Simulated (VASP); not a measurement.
# SnO2 (Pbcn) in VASP: single point with LDA

Aim: the single point of SnO2 with LDA.

Program: VASP 6.6.1. These are calculated values, not measurements. Logs are shortened: lines on timing, memory, paths and dates and some standing lists are left out, and cuts for length are marked.

## 1. The cell of the first run

It takes space group Pbcn (No. 60, orthorhombic). Conventional cell: a = 4.703 Å, b = 5.695 Å, c = 5.204 Å, α = 90.00°, β = 90.00°, γ = 90.00°. Within 2.7 Å of Sn (site symmetry 2) lie 6 O at 2.02 to 2.10 Å. Within 2.7 Å of O (site symmetry 1) lie 3 Sn at 2.02 to 2.10 Å and 1 O at 2.61 Å.

## 2. Single point, LDA

Contents of POSCAR:

```
SnO2
1.0
    4.7034522920      0.0000000000      0.0000000000
    0.0000000000      5.6951729552      0.0000000000
    0.0000000000      0.0000000000      5.2043295291
Sn O
4 8
Direct
    0.5000000000      0.6673206257      0.7500000000
    0.0000000000      0.8326793743      0.2500000000
    0.5000000000      0.3326793743      0.2500000000
    0.0000000000      0.1673206257      0.7500000000
    0.7310207140      0.6049099344      0.0776301518
    0.2310207140      0.8950900656      0.9223698482
    0.7689792860      0.8950900656      0.5776301518
    0.2689792860      0.6049099344      0.4223698482
    0.7310207140      0.3950900656      0.5776301518
    0.2310207140      0.1049099344      0.4223698482
    0.7689792860      0.1049099344      0.0776301518
    0.2689792860      0.3950900656      0.9223698482
```

Contents of INCAR.step1:

```
SYSTEM = SnO2
ALGO = Normal ; EDIFF = 1E-6
ENCUT = 520 ; GGA = CA
ISIF = 2 ; ISMEAR = 0
KPAR = 4 ; LASPH = .True.
LCHARG = .True. ; LREAL = .False.
LWAVE = .False. ; NBANDS = 64
NELM = 60 ; PREC = Accurate
SIGMA = 0.02
```

Contents of KPOINTS.step1:

```
k-points
0
Gamma
  6 6 6
  0 0 0
```

Contents of INCAR.step2:

```
SYSTEM = SnO2
ALGO = Normal ; EDIFF = 1E-6
ENCUT = 520 ; GGA = CA
ICHARG = 11 ; ISIF = 2
ISMEAR = -5 ; KPAR = 4
LASPH = .True. ; LCHARG = .False.
LORBIT = 11 ; LREAL = .False.
LWAVE = .False. ; NEDOS = 2001
NELM = 60 ; PREC = Accurate
SIGMA = 0.02
```

Contents of KPOINTS.step2:

```
k-points
0
Gamma
  9 9 9
  0 0 0
```

Potentials or basis: VASP PAW LDA potentials, release 64 (Sn_d, O).

Started as:

```sh
$ cat potpaw_LDA.64/Sn_d/POTCAR potpaw_LDA.64/O/POTCAR > POTCAR
$ cp INCAR.step1 INCAR
$ cp KPOINTS.step1 KPOINTS
$ mpirun -np 4 vasp_std > vasp.out
$ cp INCAR.step2 INCAR
$ cp KPOINTS.step2 KPOINTS
$ mpirun -np 4 vasp_std > vasp.out
```

OUTCAR:

```text
SYSTEM = SnO2
   EDIFF = 1E-6
   ENCUT = 520
   GGA = CA
   ICHARG = 11
   ISIF = 2
   ISMEAR = -5
   LASPH = .True.
   LORBIT = 11
   LREAL = .False.
   NELM = 60
   PREC = Accurate

 ion  position               nearest neighbor table
   1  0.500  0.667  0.750-   6 2.02   7 2.02   5 2.05   8 2.05   9 2.10  12 2.10   3 3.23   3 3.23
                             2 3.63   2 3.63   2 3.63   2 3.63   4 3.69   4 3.69   4 3.69   4 3.69
   2  0.000  0.833  0.250-   5 2.02   8 2.02   7 2.05   6 2.05  10 2.10  11 2.10   4 3.23   4 3.23
                             1 3.63   1 3.63   1 3.63   1 3.63   3 3.69   3 3.69   3 3.69   3 3.69
   3  0.500  0.333  0.250-  10 2.02  11 2.02   9 2.05  12 2.05   5 2.10   8 2.10   1 3.23   1 3.23
                             4 3.63   4 3.63   4 3.63   4 3.63   2 3.69   2 3.69   2 3.69   2 3.69
   4  0.000  0.167  0.750-   9 2.02  12 2.02  11 2.05  10 2.05   6 2.10   7 2.10   2 3.23   2 3.23
                             3 3.63   3 3.63   3 3.63   3 3.63   1 3.69   1 3.69   1 3.69   1 3.69
   5  0.731  0.605  0.078-   2 2.02   1 2.05   3 2.10
   6  0.231  0.895  0.922-   1 2.02   2 2.05   4 2.10
   7  0.769  0.895  0.578-   1 2.02   2 2.05   4 2.10
   8  0.269  0.605  0.422-   2 2.02   1 2.05   3 2.10
   9  0.731  0.395  0.578-   4 2.02   3 2.05   1 2.10
  10  0.231  0.105  0.422-   3 2.02   4 2.05   2 2.10
  11  0.769  0.105  0.078-   3 2.02   4 2.05   2 2.10
  12  0.269  0.395  0.922-   4 2.02   3 2.05   1 2.10

  LATTYP: Found a simple orthorhombic cell.
 ALAT       =     4.7034522920
 B/A-ratio  =     1.1064914038
 C/A-ratio  =     1.2108495211

  Lattice vectors:

 A1 = (  -4.7034522920,   0.0000000000,   0.0000000000)
 A2 = (   0.0000000000,   0.0000000000,   5.2043295291)
 A3 = (   0.0000000000,   5.6951729552,   0.0000000000)

Analysis of symmetry for initial positions (statically):
=====================================================================
 Subroutine PRICEL returns:
 Original cell was already a primitive cell.

 Routine SETGRP: Setting up the symmetry group for a
 simple orthorhombic supercell.

 Subroutine GETGRP returns: Found  8 space group operations
 (whereof  2 operations were pure point group operations)
 out of a pool of  8 trial point group operations.

The static configuration has the point symmetry S_2 .
 The point group associated with its full space group is D_2h.

Analysis of symmetry for dynamics (positions and initial velocities):
=====================================================================
 Subroutine PRICEL returns:
 Original cell was already a primitive cell.

 Routine SETGRP: Setting up the symmetry group for a
 simple orthorhombic supercell.

 Subroutine GETGRP returns: Found  8 space group operations
 (whereof  2 operations were pure point group operations)
 out of a pool of  8 trial point group operations.

The dynamic configuration has the point symmetry S_2 .
 The point group associated with its full space group is D_2h.

 Subroutine INISYM returns: Found  8 space group operations
 (whereof  2 operations are pure point group operations),
 and found     1 'primitive' translations

----------------------------------------------------------------------------------------

                                     Primitive cell

  volume of cell :     139.4082

  direct lattice vectors                    reciprocal lattice vectors
     4.703452292  0.000000000  0.000000000     0.212609789  0.000000000  0.000000000
     0.000000000  5.695172955  0.000000000     0.000000000  0.175587293  0.000000000
     0.000000000  0.000000000  5.204329529     0.000000000  0.000000000  0.192147710

  length of vectors
     4.703452292  5.695172955  5.204329529     0.212609789  0.175587293  0.192147710

  position of ions in fractional coordinates (direct lattice)
     0.500000000  0.667320626  0.750000000
     0.000000000  0.832679374  0.250000000
     0.500000000  0.332679374  0.250000000
     0.000000000  0.167320626  0.750000000
     0.731020714  0.604909934  0.077630152
     0.231020714  0.895090066  0.922369848
     0.768979286  0.895090066  0.577630152
     0.268979286  0.604909934  0.422369848
     0.731020714  0.395090066  0.577630152
     0.231020714  0.104909934  0.422369848
     0.768979286  0.104909934  0.077630152
     0.268979286  0.395090066  0.922369848

  ion indices of the primitive-cell ions
   primitive index   ion index
                 1           1
                 2           2
                 3           3
                 4           4
                 5           5
                 6           6
                 7           7
                 8           8
                 9           9
                10          10
                11          11
                12          12

----------------------------------------------------------------------------------------

 KPOINTS: k-points

Automatic generation of k-mesh.
 Grid dimensions read from file:
 generate k-points for:    9    9    9

 Generating k-lattice:

  Cartesian coordinates                     Fractional coordinates (reciprocal lattice)
     0.023623310  0.000000000  0.000000000     0.111111111  0.000000000  0.000000000
     0.000000000  0.019509699  0.000000000     0.000000000  0.111111111  0.000000000
     0.000000000  0.000000000  0.021349746     0.000000000  0.000000000  0.111111111

  Length of vectors
     0.023623310  0.019509699  0.021349746

  Shift w.r.t. Gamma in fractional coordinates (k-lattice)
     0.000000000  0.000000000  0.000000000

 TETIRR: Found   2149 inequivalent tetrahedra from     4374

 Subroutine IBZKPT returns following result:
 ===========================================

 Found    125 irreducible k-points:

 Following reciprocal coordinates:
            Coordinates               Weight
  0.000000  0.000000  0.000000      1.000000
  0.111111  0.000000  0.000000      2.000000
  0.222222  0.000000  0.000000      2.000000
  0.333333  0.000000  0.000000      2.000000
  0.444444  0.000000  0.000000      2.000000
  0.000000  0.111111  0.000000      2.000000
[... 16 lines left out ...]
  0.222222  0.444444  0.000000      4.000000
  0.333333  0.444444  0.000000      4.000000
 [... further k-points ...]
   k-points           NKPTS =    125   k-points in BZ     NKDIM =    125   number of bands    NBANDS=     62
   number of dos      NEDOS =   2001   number of ions     NIONS =     12
   total plane-waves  NPLWV =  60480
   dimension x,y,z NGX =    36 NGY =   42 NGZ =   40
   dimension x,y,z NGXF=    72 NGYF=   84 NGZF=   80
   ions per type =               4   8
   NGX,Y,Z   is equivalent  to a cutoff of  12.72, 12.26, 12.78 a.u.
   NGXF,Y,Z  is equivalent  to a cutoff of  25.45, 24.52, 25.56 a.u.
 SYSTEM =  SnO2
   PREC   = accura    normal or accurate (medium, high low for compatibility)
   ISTART =      0    job   : 0-new  1-cont  2-samecut
   ICHARG =     11    charge: 1-file 2-atom 10-const
   ISPIN  =      1    spin polarized calculation?
   LNONCOLLINEAR =      F non collinear calculations
   LSORBIT =      F    spin-orbit coupling
   LASPH  =      T    aspherical Exc in radial PAW
   ENCUT  =  520.0 eV  38.22 Ry    6.18 a.u.   8.75 10.59  9.68*2*pi/ulx,y,z
   NELM   =     60;   NELMIN=  2; NELMDL=  0     # of ELM steps
   EDIFF  = 0.1E-05   stopping-criterion for ELM
   LREAL  =      F    real-space projection
   EDIFFG = 0.1E-04   stopping-criterion for IOM
   NSW    =      0    number of steps for IOM
   IBRION =     -1    ionic relax: 0-MD 1-quasi-New 2-CG
   NFREE  =      0    steps in history (QN), initial steepest desc. (CG)
   ISIF   =      2    stress and relaxation
   ISYM   =      2    0-nonsym 1-usesym 2-fastsym
   POTIM  = 0.5000    time-step for ionic-motion
   TEBEG  =    0.0;   TEEND  =   0.0 temperature during run
   PSTRESS=    0.0 pullay stress
   NELECT =     104.0000    total number of electrons
   NUPDOWN=      -1.0000    fix difference up-down
   EMIN   =  10.00;   EMAX   =-10.00  energy-range for DOS
   EFERMI =   0.00;   METHOD = LEGACY
   ISMEAR =    -5;   SIGMA  =   0.02  broadening in eV -4-tet -1-fermi 0-gaus
   EFERMI_NEDOS =   21; number of points for ismear=-14 and -15
   IALGO  =     38    algorithm
   IMIX   =      4    mixing-type and parameters
     AMIX     =   0.40;   BMIX     =  1.00
     AMIX_MAG =   1.60;   BMIX_MAG =  1.00
  volume/ion in A,a.u.               =      11.62        78.40
  Fermi-wavevector in a.u.,A,eV,Ry     =   1.484761  2.805791 29.994238  2.204514
  Thomas-Fermi vector in A             =   2.598257
   LORBIT       =     11    0 simple, 1 ext, 2 COOP (PROOUT), +10 PAW based schemes
   GGA     = CA    functional components
   LHFCALC =     F    Hartree Fock is set to
   AEXX    =    0.0000 exact exchange contribution
   IVDW    =     0    specifies the selected vdW correction
   LEPSILON=     F    determine dielectric tensor
   LRPA    =     F    only Hartree local field effects (RPA)
 non-spin polarized calculation
 Fermi weights with tetrahedron method with Bloechl corrections
  energy-cutoff  :      520.00
  volume of cell :      139.41
 maximum number of plane-waves:      3784
 NGX is ok and might be reduce to    36

 number of electron     103.9999972 magnetization

 Free energy of the ion-electron system (eV)
  ---------------------------------------------------
  ext. energy  EPLUGINS =         0.00000000
  ---------------------------------------------------
  free energy    TOTEN  =       -84.41840953 eV

  energy without entropy =      -84.41840953  energy(sigma->0) =      -84.41840953

 E-fermi :   5.8625     XC(G=0): -11.9741

 val. band max:        5.8550548395   @ k =   0.0000   0.0000   0.0000
 cond. band min:       7.3931447965   @ k =   0.0000   0.0000   0.0000
 fundamental gap:      1.5380899571
 Fermi energy:         5.8624961106

 k-point     1 :       0.0000    0.0000    0.0000
  band No.  band energies     occupation
      1     -14.7120      2.00000
      2     -14.5756      2.00000
      3     -14.4869      2.00000
      4     -14.1763      2.00000
      5     -14.0375      2.00000
      6     -13.8697      2.00000
[... 54 lines left out ...]
     61      15.9388      0.00000
     62      16.0069      0.00000

 k-point     2 :       0.1111    0.0000    0.0000
  band No.  band energies     occupation
      1     -14.7111      2.00000
      2     -14.5433      2.00000
      3     -14.4806      2.00000
      4     -14.1874      2.00000
      5     -14.0936      2.00000
      6     -13.8673      2.00000
[... 1419 lines left out ...]
     61      15.9045      0.00000
     62      15.9816      0.00000

 k-point    24 :       0.3333    0.4444    0.0000
  band No.  band energies     occupation
      1     -14.6480      2.00000
      2     -14.6088      2.00000
      3     -14.3513      2.00000
      4     -14.2994      2.00000
      5     -14.0748      2.00000
      6     -14.0032      2.00000
[... 54 lines left out ...]
     61      16.0765      0.00000
     62      16.2167      0.00000

 [... further k-points ...]

------------------------ aborting loop because EDIFF is reached ----------------------------------------

  FORCE on cell =-STRESS in cart. coord.  units (eV):
  Direction    XX          YY          ZZ          XY          YZ          ZX
  --------------------------------------------------------------------------------------
  -------------------------------------------------------------------------------------
  Total        0.8770578      0.8789209      1.0480416      0.0000000      0.0000000     -0.0000000
  in kB       10.0797642     10.1011760     12.0448293      0.0000000      0.0000000     -0.0000000
  external PRESSURE =      10.7419232 kB  Pullay stress =       0.0000000 kB

 VOLUME and BASIS-vectors are now :
 -----------------------------------------------------------------------------
  energy-cutoff  :      520.00
  volume of cell :      139.41
      direct lattice vectors                 reciprocal lattice vectors
     4.703452292  0.000000000  0.000000000     0.212609789  0.000000000  0.000000000
     0.000000000  5.695172955  0.000000000     0.000000000  0.175587293  0.000000000
     0.000000000  0.000000000  5.204329529     0.000000000  0.000000000  0.192147710

 POSITION                                       TOTAL-FORCE (eV/Angst)
 -----------------------------------------------------------------------------------
      2.35173      3.80051      3.90325        -0.000000      0.022230      0.000000
      0.00000      4.74225      1.30108        -0.000000     -0.022230      0.000000
      2.35173      1.89467      1.30108        -0.000000     -0.022230      0.000000
      0.00000      0.95292      3.90325        -0.000000      0.022230     -0.000000
      3.43832      3.44507      0.40401         0.014090     -0.007939      0.005038
      1.08659      5.09769      4.80032         0.014090      0.007939     -0.005038
      3.61686      5.09769      3.00618        -0.014090      0.007939      0.005038
      1.26513      3.44507      2.19815        -0.014090     -0.007939     -0.005038
      3.43832      2.25011      3.00618         0.014090      0.007939      0.005038
      1.08659      0.59748      2.19815         0.014090     -0.007939     -0.005038
      3.61686      0.59748      0.40401        -0.014090     -0.007939      0.005038
      1.26513      2.25011      4.80032        -0.014090      0.007939     -0.005038
 -----------------------------------------------------------------------------------
    total drift:                                0.000000      0.000000      0.000000

  FREE ENERGIE OF THE ION-ELECTRON SYSTEM (eV)
  ---------------------------------------------------
  free  energy   TOTEN  =       -84.4184095286 eV

  energy  without entropy=      -84.4184095286  energy(sigma->0) =      -84.41840953

 total charge

# of ion       s       p       d       tot
------------------------------------------
    1        0.895   1.128  10.387  12.410
    2        0.895   1.128  10.387  12.410
    3        0.895   1.128  10.387  12.410
    4        0.895   1.128  10.387  12.410
    5        1.550   3.494   0.000   5.044
    6        1.550   3.494   0.000   5.044
    7        1.550   3.494   0.000   5.044
    8        1.550   3.494   0.000   5.044
    9        1.550   3.494   0.000   5.044
   10        1.550   3.494   0.000   5.044
   11        1.550   3.494   0.000   5.044
   12        1.550   3.494   0.000   5.044
--------------------------------------------------
tot         15.980  32.466  41.550  89.996
```

Wall time 6 min (4 MPI ranks of Oxide Virtual Turin-like, shared host); peak memory 0.72 GiB.

Results:

```
Valence electrons inside the program's atomic spheres : Sn 12.41; O 5.04
```

Caveat: spin-orbit coupling is left out, which moves the levels of the heavy elements.
